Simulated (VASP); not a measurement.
Crystal: HfB.

```
Hf B
1.0
     0.00000    2.31000    2.31000
     2.31000    0.00000    2.31000
     2.31000    2.31000    0.00000
Hf B
1 1
Direct
  0.50000 0.50000 0.50000
  0.00000 0.00000 0.00000
```

```yaml
Program: VASP 6.6.1
Task: relaxation of cell and atoms
Functional: r2SCAN
Potentials_or_basis: VASP PAW PBE potentials, release 64 (Hf_pv, B)
Cutoff: 600 eV
k_mesh: 10 × 10 × 10
Occupations: fermi-dirac, width 0.05 eV
Spin: no spin polarisation
Hubbard_terms: Hf d U = 5.0 eV
```

At the start: pressure 49.1 GPa; volume 12.33 Å³/atom.

Q: Where does the relaxation end?

A: Over 17 steps the energy falls by 368.1 meV/atom and the volume is 15.16 Å³/atom (+23.0 %); space group Fm-3m (No. 225, to 0.1 Å) before and after.

Step by step:
```csv
step,energy change (eV),largest force (eV/Å),pressure (GPa),volume (Å³)
1,0.0000,0.0000,49.14,24.65
2,0.3759,0.0000,-26.80,40.75
3,-0.7332,0.0000,-2.21,30.74
4,-0.7360,0.0000,-0.44,30.39
5,-0.7361,0.0000,0.37,30.27
6,-0.7361,0.0000,0.20,30.27
7,-0.7361,0.0000,0.20,30.27
8,-0.7361,0.0000,0.19,30.27
9,-0.7361,0.0000,0.19,30.27
10,-0.7361,0.0000,0.19,30.27
11,-0.7361,0.0000,0.19,30.27
12,-0.7361,0.0000,0.19,30.27
13,-0.7361,0.0000,0.19,30.27
14,-0.7361,0.0000,0.19,30.28
15,-0.7361,0.0000,0.18,30.28
16,-0.7361,0.0000,0.17,30.29
17,-0.7361,0.0000,-0.03,30.31
```

Final structure:
```
Hf B
1.0
     0.00000    2.47470    2.47470
     2.47470    0.00000    2.47470
     2.47470    2.47470    0.00000
Hf B
1 1
Direct
  0.50000 0.50000 0.50000
  0.00000 0.00000 0.00000
```

Caveat: the volume moved by over 15 % at a fixed basis, so the end points are rough; the PAW data sets were made with another functional, which shifts forces and pressure a little; U without spin polarisation on a metal has little footing; the U is typed as a test and isn't derived for this compound.
